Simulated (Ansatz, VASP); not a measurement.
## Two plane-wave programs on Ti

```xyz
2
Lattice="2.9057 0.0000 0.0000 -1.4529 2.5165 0.0000 0.0000 0.0000 4.5454" Properties=species:S:1:pos:R:3 pbc="T T T"
Ti    0.0000    1.6776    1.1364
Ti    1.4529    0.8388    3.4091
```

Change from the starting cell: strain -0.015 along x and y, -0.030 along z, atoms carried along.

Alike in both runs: task single point; functional PBEsol; k mesh 18 × 18 × 10; occupations gaussian, width 0.15 eV; no spin polarisation.

```csv
,VASP,Ansatz
version,VASP 6.6.1,Ansatz 0.2.0
potentials or method,"VASP PAW PBE potentials, release 64 (Ti_sv), cutoff 520 eV","scalar-relativistic, plane waves, PAW"
valence electrons in the cell,24,24
```

Ansatz gave:

| Item | Value |
| --- | --- |
| gap on the k mesh at the Fermi level (eV) | none |
| pressure (GPa) | 0.8 |
| traceless stress, the component that is largest in VASP (GPa) | 0.91 |

What did VASP give for the same quantities?

gap on the k mesh at the Fermi level (eV): none; pressure (GPa): 0.3; traceless stress, the component that is largest in VASP (GPa): 0.90.

VASP's potentials were made for PBE, not for PBEsol. A gap of «none» marks a metal or a gap that the smearing closes.
